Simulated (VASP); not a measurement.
# SiB6 (Pm-3m) in VASP: single point with PBE

Aim: the single point of SiB6 with PBE.

All numbers are computed with VASP 6.6.1; they aren't measurements. Logs are shortened: lines on timing, memory, paths and dates and some standing lists are left out, and cuts for length are marked.

## (1) The cell of the first run

Symmetry: Pm-3m, No. 221, cubic system. Conventional cell: a = 4.130 Å, b = 4.130 Å, c = 4.130 Å, α = 90.00°, β = 90.00°, γ = 90.00°. Within 4.0 Å of Si (site symmetry m-3m) lie 24 B at 3.05 Å. B (site symmetry 4mm) has 5 B at 1.69 to 1.73 Å within 2.3 Å.

## (2) Single point, PBE

INCAR reads:

```
SYSTEM = SiB6
  PREC = Accurate
  ENCUT = 520
  EDIFF = 1E-6
  ISMEAR = 1
  SIGMA = 0.0716
  LREAL = .FALSE.
  LASPH = .TRUE.
  NELM = 80
  ALGO = Normal
  ISIF = 2
  LWAVE = .FALSE.
  LCHARG = .FALSE.
  GGA = PE
  NBANDS = 20
```

KPOINTS reads:

```
regular mesh
0
G
  5 5 5
  0 0 0
```

POSCAR reads:

```
SiB6
1.0
    4.1300000000      0.0000000000      0.0000000000
    0.0000000000      4.1300000000      0.0000000000
    0.0000000000      0.0000000000      4.1300000000
Si B
1 6
Direct
    0.0000000000      0.0000000000      0.0000000000
    0.2100000000      0.5000000000      0.5000000000
    0.5000000000      0.2100000000      0.5000000000
    0.7900000000      0.5000000000      0.5000000000
    0.5000000000      0.7900000000      0.5000000000
    0.5000000000      0.5000000000      0.2100000000
    0.5000000000      0.5000000000      0.7900000000
```

Potentials or basis: VASP PAW PBE potentials, release 64 (Si, B).

Launch:

```bash
$ cat potpaw_PBE.64/Si/POTCAR potpaw_PBE.64/B/POTCAR > POTCAR
$ mpirun -np 1 vasp_std > vasp.out
```

OUTCAR:

```text
SYSTEM = SiB6
   PREC = Accurate
   ENCUT = 520
   EDIFF = 1E-6
   ISMEAR = 1
   LREAL = .FALSE.
   LASPH = .TRUE.
   NELM = 80
   ISIF = 2
   GGA = PE

 ion  position               nearest neighbor table
   1  0.000  0.000  0.000-
   2  0.210  0.500  0.500-   3 1.69   5 1.69   6 1.69   7 1.69   4 1.73
   3  0.500  0.210  0.500-   2 1.69   4 1.69   6 1.69   7 1.69   5 1.73
   4  0.790  0.500  0.500-   3 1.69   5 1.69   6 1.69   7 1.69   2 1.73
   5  0.500  0.790  0.500-   2 1.69   4 1.69   6 1.69   7 1.69   3 1.73
   6  0.500  0.500  0.210-   2 1.69   3 1.69   4 1.69   5 1.69   7 1.73
   7  0.500  0.500  0.790-   2 1.69   3 1.69   4 1.69   5 1.69   6 1.73

  LATTYP: Found a simple cubic cell.
 ALAT       =     4.1300000000

  Lattice vectors:

 A1 = (   4.1300000000,   0.0000000000,   0.0000000000)
 A2 = (   0.0000000000,   4.1300000000,   0.0000000000)
 A3 = (   0.0000000000,   0.0000000000,   4.1300000000)

Analysis of symmetry for initial positions (statically):
=====================================================================
 Subroutine PRICEL returns:
 Original cell was already a primitive cell.

 Routine SETGRP: Setting up the symmetry group for a
 simple cubic supercell.

 Subroutine GETGRP returns: Found 48 space group operations
 (whereof 48 operations were pure point group operations)
 out of a pool of 48 trial point group operations.

The static configuration has the point symmetry O_h .

Analysis of symmetry for dynamics (positions and initial velocities):
=====================================================================
 Subroutine PRICEL returns:
 Original cell was already a primitive cell.

 Routine SETGRP: Setting up the symmetry group for a
 simple cubic supercell.

 Subroutine GETGRP returns: Found 48 space group operations
 (whereof 48 operations were pure point group operations)
 out of a pool of 48 trial point group operations.

The dynamic configuration has the point symmetry O_h .

 Subroutine INISYM returns: Found 48 space group operations
 (whereof 48 operations are pure point group operations),
 and found     1 'primitive' translations

----------------------------------------------------------------------------------------

                                     Primitive cell

  volume of cell :      70.4450

  direct lattice vectors                    reciprocal lattice vectors
     4.130000000  0.000000000  0.000000000     0.242130751  0.000000000  0.000000000
     0.000000000  4.130000000  0.000000000     0.000000000  0.242130751  0.000000000
     0.000000000  0.000000000  4.130000000     0.000000000  0.000000000  0.242130751

  length of vectors
     4.130000000  4.130000000  4.130000000     0.242130751  0.242130751  0.242130751

  position of ions in fractional coordinates (direct lattice)
     0.000000000  0.000000000  0.000000000
     0.210000000  0.500000000  0.500000000
     0.500000000  0.210000000  0.500000000
     0.790000000  0.500000000  0.500000000
     0.500000000  0.790000000  0.500000000
     0.500000000  0.500000000  0.210000000
     0.500000000  0.500000000  0.790000000

  ion indices of the primitive-cell ions
   primitive index   ion index
                 1           1
                 2           2
                 3           3
                 4           4
                 5           5
                 6           6
                 7           7

----------------------------------------------------------------------------------------

 KPOINTS: regular mesh

Automatic generation of k-mesh.
 Grid dimensions read from file:
 generate k-points for:    5    5    5

 Generating k-lattice:

  Cartesian coordinates                     Fractional coordinates (reciprocal lattice)
     0.048426150  0.000000000  0.000000000     0.200000000  0.000000000  0.000000000
     0.000000000  0.048426150  0.000000000     0.000000000  0.200000000  0.000000000
     0.000000000  0.000000000  0.048426150     0.000000000  0.000000000  0.200000000

  Length of vectors
     0.048426150  0.048426150  0.048426150

  Shift w.r.t. Gamma in fractional coordinates (k-lattice)
     0.000000000  0.000000000  0.000000000

 Subroutine IBZKPT returns following result:
 ===========================================

 Found     10 irreducible k-points:

 Following reciprocal coordinates:
            Coordinates               Weight
  0.000000  0.000000  0.000000      1.000000
  0.200000  0.000000  0.000000      6.000000
  0.400000  0.000000  0.000000      6.000000
  0.200000  0.200000  0.000000     12.000000
  0.400000  0.200000  0.000000     24.000000
  0.400000  0.400000  0.000000     12.000000
  0.200000  0.200000  0.200000      8.000000
  0.400000  0.200000  0.200000     24.000000
  0.400000  0.400000  0.200000     24.000000
  0.400000  0.400000  0.400000      8.000000
   k-points           NKPTS =     10   k-points in BZ     NKDIM =     10   number of bands    NBANDS=     20
   number of dos      NEDOS =    301   number of ions     NIONS =      7
   total plane-waves  NPLWV =  32768
   dimension x,y,z NGX =    32 NGY =   32 NGZ =   32
   dimension x,y,z NGXF=    64 NGYF=   64 NGZF=   64
   ions per type =               1   6
   NGX,Y,Z   is equivalent  to a cutoff of  12.88, 12.88, 12.88 a.u.
   NGXF,Y,Z  is equivalent  to a cutoff of  25.76, 25.76, 25.76 a.u.
 SYSTEM =  SiB6
   PREC   = accura    normal or accurate (medium, high low for compatibility)
   ISTART =      0    job   : 0-new  1-cont  2-samecut
   ICHARG =      2    charge: 1-file 2-atom 10-const
   ISPIN  =      1    spin polarized calculation?
   LNONCOLLINEAR =      F non collinear calculations
   LSORBIT =      F    spin-orbit coupling
   LASPH  =      T    aspherical Exc in radial PAW
   ENCUT  =  520.0 eV  38.22 Ry    6.18 a.u.   7.68  7.68  7.68*2*pi/ulx,y,z
   NELM   =     80;   NELMIN=  2; NELMDL= -5     # of ELM steps
   EDIFF  = 0.1E-05   stopping-criterion for ELM
   LREAL  =      F    real-space projection
   EDIFFG = 0.1E-04   stopping-criterion for IOM
   NSW    =      0    number of steps for IOM
   IBRION =     -1    ionic relax: 0-MD 1-quasi-New 2-CG
   NFREE  =      0    steps in history (QN), initial steepest desc. (CG)
   ISIF   =      2    stress and relaxation
   ISYM   =      2    0-nonsym 1-usesym 2-fastsym
   POTIM  = 0.5000    time-step for ionic-motion
   TEBEG  =    0.0;   TEEND  =   0.0 temperature during run
   PSTRESS=    0.0 pullay stress
   NELECT =      22.0000    total number of electrons
   NUPDOWN=      -1.0000    fix difference up-down
   EMIN   =  10.00;   EMAX   =-10.00  energy-range for DOS
   EFERMI =   0.00;   METHOD = LEGACY
   ISMEAR =     1;   SIGMA  =   0.07  broadening in eV -4-tet -1-fermi 0-gaus
   EFERMI_NEDOS =   21; number of points for ismear=-14 and -15
   IALGO  =     38    algorithm
   IMIX   =      4    mixing-type and parameters
     AMIX     =   0.40;   BMIX     =  1.00
     AMIX_MAG =   1.60;   BMIX_MAG =  1.00
  volume/ion in A,a.u.               =      10.06        67.91
  Fermi-wavevector in a.u.,A,eV,Ry     =   1.110706  2.098929 16.785061  1.233667
  Thomas-Fermi vector in A             =   2.247260
   LORBIT       =      0    0 simple, 1 ext, 2 COOP (PROOUT), +10 PAW based schemes
   GGA     = PE    functional components
   LHFCALC =     F    Hartree Fock is set to
   AEXX    =    0.0000 exact exchange contribution
   IVDW    =     0    specifies the selected vdW correction
   LEPSILON=     F    determine dielectric tensor
   LRPA    =     F    only Hartree local field effects (RPA)
 non-spin polarized calculation
 Methfessel and Paxton  Order N= 1 SIGMA  =   0.07
  energy-cutoff  :      520.00
  volume of cell :       70.44
 maximum number of plane-waves:      1912
 NGX is ok and might be reduce to    32
   NGX = 15   NGY = 15   NGZ = 15

 number of electron      22.0000000 magnetization

 Free energy of the ion-electron system (eV)
  ---------------------------------------------------
  ext. energy  EPLUGINS =         0.00000000
  ---------------------------------------------------
  free energy    TOTEN  =       -42.11432366 eV

  energy without entropy =      -42.11454835  energy(sigma->0) =      -42.11439856

 E-fermi :   4.8290     XC(G=0): -10.5181

 val. band max:        4.7693889126   @ k =   0.4000   0.0000   0.0000
 cond. band min:       5.3112666393   @ k =   0.4000   0.4000   0.0000
 fundamental gap:      0.5418777267
 Fermi energy:         4.8289891598

 k-point     1 :       0.0000    0.0000    0.0000
  band No.  band energies     occupation
      1     -10.1289      2.00000
      2      -3.9936      2.00000
      3      -2.0669      2.00000
      4      -2.0669      2.00000
      5      -2.0669      2.00000
      6       0.3235      2.00000
[... 12 lines left out ...]
     19      11.7516      0.00000
     20      15.7835      0.00000

 k-point     2 :       0.2000    0.0000    0.0000
  band No.  band energies     occupation
      1     -10.0129      2.00000
      2      -4.5599      2.00000
      3      -2.1046      2.00000
      4      -1.8700      2.00000
      5      -1.8700      2.00000
      6       0.4314      2.00000
[... 12 lines left out ...]
     19      13.3109      0.00000
     20      14.2955      0.00000

 k-point     3 :       0.4000    0.0000    0.0000
  band No.  band energies     occupation
      1      -9.7963      2.00000
      2      -5.3727      2.00000
      3      -1.7544      2.00000
      4      -1.4521      2.00000
      5      -1.4521      2.00000
      6       0.1468      2.00000
[... 12 lines left out ...]
     19      13.8781      0.00000
     20      14.2931      0.00000

 k-point     4 :       0.2000    0.2000    0.0000
  band No.  band energies     occupation
      1      -9.9064      2.00000
      2      -4.6359      2.00000
      3      -3.0812      2.00000
      4      -1.6764      2.00000
      5      -1.1335      2.00000
      6       0.3103      2.00000
[... 107 lines left out ...]
 k-point     9 :       0.4000    0.4000    0.2000
  band No.  band energies     occupation
      1      -9.4886      2.00000
      2      -4.2610      2.00000
      3      -3.7728      2.00000
      4      -2.3622      2.00000
      5      -2.2502      2.00000
      6       0.9442      2.00000
[... 12 lines left out ...]
     19      14.0766      0.00000
     20      14.2647      0.00000

 k-point    10 :       0.4000    0.4000    0.4000
  band No.  band energies     occupation
      1      -9.3679      2.00000
      2      -3.6921      2.00000
      3      -3.3200      2.00000
      4      -3.3200      2.00000
      5      -2.1219      2.00000
      6      -0.0495      2.00000
[... 12 lines left out ...]
     19      14.4149      0.00000
     20      14.4149      0.00000

------------------------ aborting loop because EDIFF is reached ----------------------------------------

  FORCE on cell =-STRESS in cart. coord.  units (eV):
  Direction    XX          YY          ZZ          XY          YZ          ZX
  --------------------------------------------------------------------------------------
  -------------------------------------------------------------------------------------
  Total        1.7686576      1.7686576      1.7686576     -0.0000000      0.0000000      0.0000000
  in kB       40.2257537     40.2257537     40.2257537     -0.0000000      0.0000000      0.0000000
  external PRESSURE =      40.2257537 kB  Pullay stress =       0.0000000 kB

 VOLUME and BASIS-vectors are now :
 -----------------------------------------------------------------------------
  energy-cutoff  :      520.00
  volume of cell :       70.44
      direct lattice vectors                 reciprocal lattice vectors
     4.130000000  0.000000000  0.000000000     0.242130751  0.000000000  0.000000000
     0.000000000  4.130000000  0.000000000     0.000000000  0.242130751  0.000000000
     0.000000000  0.000000000  4.130000000     0.000000000  0.000000000  0.242130751

 POSITION                                       TOTAL-FORCE (eV/Angst)
 -----------------------------------------------------------------------------------
      0.00000      0.00000      0.00000         0.000000      0.000000     -0.000000
      0.86730      2.06500      2.06500        -2.672277     -0.000000     -0.000000
      2.06500      0.86730      2.06500         0.000000     -2.672277     -0.000000
      3.26270      2.06500      2.06500         2.672277      0.000000     -0.000000
      2.06500      3.26270      2.06500         0.000000      2.672277     -0.000000
      2.06500      2.06500      0.86730         0.000000     -0.000000     -2.672277
      2.06500      2.06500      3.26270         0.000000     -0.000000      2.672277
 -----------------------------------------------------------------------------------
    total drift:                               -0.000000     -0.000000     -0.000000

  FREE ENERGIE OF THE ION-ELECTRON SYSTEM (eV)
  ---------------------------------------------------
  free  energy   TOTEN  =       -42.1143236635 eV

  energy  without entropy=      -42.1145483541  energy(sigma->0) =      -42.11439856
```

It took 20 s on 1 thread of AMD EPYC 7R13, shared host; peak memory 0.14 GiB.

Results:

```yaml
Free_energy: -42.1143 eV
Pressure: 4.0 GPa
Largest_force: 2.672 eV/Å
Band_gap_on_the_k_mesh: 0.54 eV, indirect (least direct gap 1.59 eV)
```

Forces in eV/Å, atoms in the order of the input:
```
Si   0.000  0.000  0.000
B   -2.672  0.000  0.000
B    0.000 -2.672  0.000
B    2.672  0.000  0.000
B    0.000  2.672  0.000
B    0.000  0.000 -2.672
B    0.000  0.000  2.672
```

Caveat: forces of over 1 eV/Å act on the atoms, so gaps and moduli don't describe the material at rest.
